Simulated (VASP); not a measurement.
# Na3LaN2: single point with PBE

Crystal: Na3LaN2.

```xyz
6
Lattice="4.4600 0.0000 0.0000 0.0000 4.4600 0.0000 0.0000 0.0000 5.9913" Properties=species:S:1:pos:R:3 pbc="T T T"
Na    2.2300    0.0000    3.3309
Na    0.0000    2.2300    2.6603
Na    2.2300    2.2300    0.0000
La    0.0000    0.0000    0.0000
N     2.2300    0.0000    1.0396
N     0.0000    2.2300    4.9517
```

| Property | Result |
| --- | --- |
| Program | VASP 6.6.1 |
| Task | single point |
| Functional | PBE |
| Potentials or basis | VASP PAW PBE potentials, release 64 (Na_pv, La, N) |
| Cutoff | 520 eV |
| k mesh | 8 × 8 × 6 |
| Occupations | gaussian, width 0.1 eV |
| Spin | no spin polarisation |
| Dipole correction | no |
| Further INCAR settings | ALGO = Normal; EDIFF = 1e-06; NBANDS = 30 |

The pressure is 0.0 GPa and the largest force is 0.016 eV/Å.

Forces in eV/Å, atoms in the order of the input:
```
Na   0.000  0.000  0.010
Na   0.000  0.000 -0.010
Na   0.000  0.000  0.000
La   0.000  0.000  0.000
N    0.000  0.000 -0.016
N    0.000  0.000  0.016
```

Stress tensor (GPa, compression positive):
```
-0.05  0.00  0.00
 0.00 -0.05  0.00
 0.00  0.00  0.04
```

Levels at points of the mesh, in eV from the Fermi level:
```
           k point  band 19  band 20  band 21  band 22  band 23  band 24
(0.00, 0.00, 0.00)    -1.11    -0.17    -0.17    -0.05     3.24     3.66
(0.50, 0.00, 0.00)    -0.91    -0.77    -0.72     0.97     2.17     3.42
(0.50, 0.50, 0.00)    -0.55    -0.53    -0.53     1.66     1.74     1.74
(0.00, 0.00, 0.50)    -1.19    -0.08    -0.08     1.61     1.63     3.38
(0.50, 0.00, 0.50)    -0.90    -0.80    -0.59     1.94     2.23     2.90
(0.50, 0.50, 0.50)    -0.89    -0.72    -0.72     2.19     2.19     2.34
```

Wall time 4.6 min on 1 thread of Intel(R) Xeon(R) Platinum 8488C (Sapphire Rapids), with other jobs on the host, peak memory 0.39 GiB.

Caveat: spin-orbit coupling is left out, which moves the levels of the heavy elements.
